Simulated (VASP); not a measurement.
Input of a VASP 6.6.1 run:

Contents of INCAR:

```
SYSTEM = BiP
ALGO = Normal
EDIFF = 1E-7
EDIFFG = -0.04
ENCUT = 500
GGA = PE
GGA_COMPAT = .False.
IBRION = 2
ISIF = 3
ISMEAR = 0
LASPH = .True.
LCHARG = .False.
LREAL = .False.
LWAVE = .False.
NELM = 120
NELMIN = 4
NSW = 90
PREC = Accurate
SIGMA = 0.1
```

The input KPOINTS:

```
k-points
0
Gamma
  6 6 4
  0 0 0
```

File POSCAR:

```
BiP
1.0
    3.4744594800      0.0000000000      0.0000000000
    0.0000000000      3.4744594800      0.0000000000
    0.0000000000      0.0000000000      4.1984500200
Bi P
1 1
Direct
    0.0000000000      0.0000000000      0.7060247400
    0.0000000000      0.0000000000      0.1680445700
```

Potentials or basis: VASP PAW PBE potentials, release 64 (Bi_d, P).

Launch:

```bash
$ cat potpaw_PBE.64/Bi_d/POTCAR potpaw_PBE.64/P/POTCAR > POTCAR
$ mpirun -np 1 vasp_std > vasp.out
```

Problem. Predict the relaxed volume.

Solution. 26.87 Å³/atom.

Problem. What does it give for the relaxed cell?

Solution. a = 3.017 Å, b = 3.017 Å, c = 5.905 Å, α = 90.00°, β = 90.00°, γ = 90.00°.

Problem. Estimate the band gap on the k mesh.

Solution. Zero (bands 10 and 11 overlap by 5.03 eV).

Forces in eV/Å, atoms in the order of the input:
```
Bi   0.000  0.000  0.004
P    0.000  0.000 -0.004
```

Caveat: the k points lie up to 0.35 Å⁻¹ apart in the final cell, too coarse for converged energies and pressures of a metal; a cell axis changed by over 15 % at a fixed basis, so the end point is rough; spin-orbit coupling is left out, which moves the levels of the heavy elements.
